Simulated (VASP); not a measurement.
The system is SiO2.

```
CELL_PARAMETERS angstrom
5.06052 0.00000 0.00000
-2.53026 4.38254 0.00000
0.00000 0.00000 5.54135
ATOMIC_POSITIONS crystal
Si 0.00000 0.50000 0.33333
Si 0.50000 0.50000 0.66667
Si 0.50000 0.00000 0.00000
O 0.58279 0.79139 0.83333
O 0.79139 0.58279 0.50000
O 0.79139 0.20861 0.16667
O 0.41721 0.20861 0.83333
O 0.20861 0.41721 0.50000
O 0.20861 0.79139 0.16667
```

* Program: VASP 6.6.1
* Task: relaxation of cell and atoms
* Functional: PBE
* Potentials or basis: VASP PAW PBE potentials, release 64 (Si, O)
* Cutoff: 600 eV
* k mesh: 6 × 6 × 4
* Occupations: fermi-dirac, width 0.02 eV
* Spin: no spin polarisation

At the start: pressure 4.8 GPa; volume 13.66 Å³/atom.

Question: How do energy, volume and symmetry change on relaxing?

Answer: Over 6 steps the energy falls by 5.4 meV/atom and the volume is 14.00 Å³/atom (+2.5 %); space group P6_422 (No. 181, to 0.1 Å) before and after.

The path:
| step | energy change (eV) | largest force (eV/Å) | pressure (GPa) | volume (Å³) |
| --- | --- | --- | --- | --- |
| 1 | 0.0000 | 0.2324 | 4.83 | 122.90 |
| 2 | 0.0394 | 0.3056 | -5.83 | 130.36 |
| 3 | -0.0489 | 0.0076 | -0.03 | 126.01 |
| 4 | -0.0488 | 0.0031 | 0.06 | 125.95 |
| 5 | -0.0489 | 0.0013 | 0.06 | 125.96 |
| 6 | -0.0489 | 0.0028 | 0.05 | 125.99 |

Final structure:
```
CELL_PARAMETERS angstrom
5.10302 0.00000 0.00000
-2.55151 4.41934 0.00000
0.00000 0.00000 5.58675
ATOMIC_POSITIONS crystal
Si 0.00000 0.50000 0.33333
Si 0.50000 0.50000 0.66667
Si 0.50000 0.00000 0.00000
O 0.58369 0.79184 0.83333
O 0.79184 0.58369 0.50000
O 0.79184 0.20816 0.16667
O 0.41631 0.20816 0.83333
O 0.20816 0.41631 0.50000
O 0.20816 0.79184 0.16667
```
